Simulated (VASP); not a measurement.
The system is C.

```
CELL_PARAMETERS angstrom
0.00000 1.77140 1.77140
1.77140 0.00000 1.77140
1.77140 1.77140 0.00000
ATOMIC_POSITIONS crystal
C 0.75000 0.75000 0.75000
C 0.50000 0.50000 0.50000
```

Base run:

```yaml
Program: VASP 6.6.1
Functional: revpbe exchange, lda correlation
Potentials_or_basis: VASP PAW PBE potentials, release 64 (C)
Cutoff: 600 eV
k_mesh: 13 × 13 × 13
Occupations: gaussian, width 0.1 eV
Spin: no spin polarisation
```

Its results: band gap on the k mesh 4.64 eV (least direct gap 5.83 eV); pressure 27.0 GPa.

Question: The run is repeated on the same cell with these changes: functional from revpbe exchange, lda correlation to b88 exchange, pbe correlation; occupations from gaussian, width 0.1 eV to fermi-dirac, width 0.05 eV. What comes out?

Answer: Band gap on the k mesh 4.19 eV (least direct gap 5.67 eV); pressure 11.4 GPa.

Caveats: the cell stands under pressure; the PAW data sets were made with another functional, which shifts forces and pressure a little; an odd mesh through Γ misses points on the zone boundary, where band edges can lie.
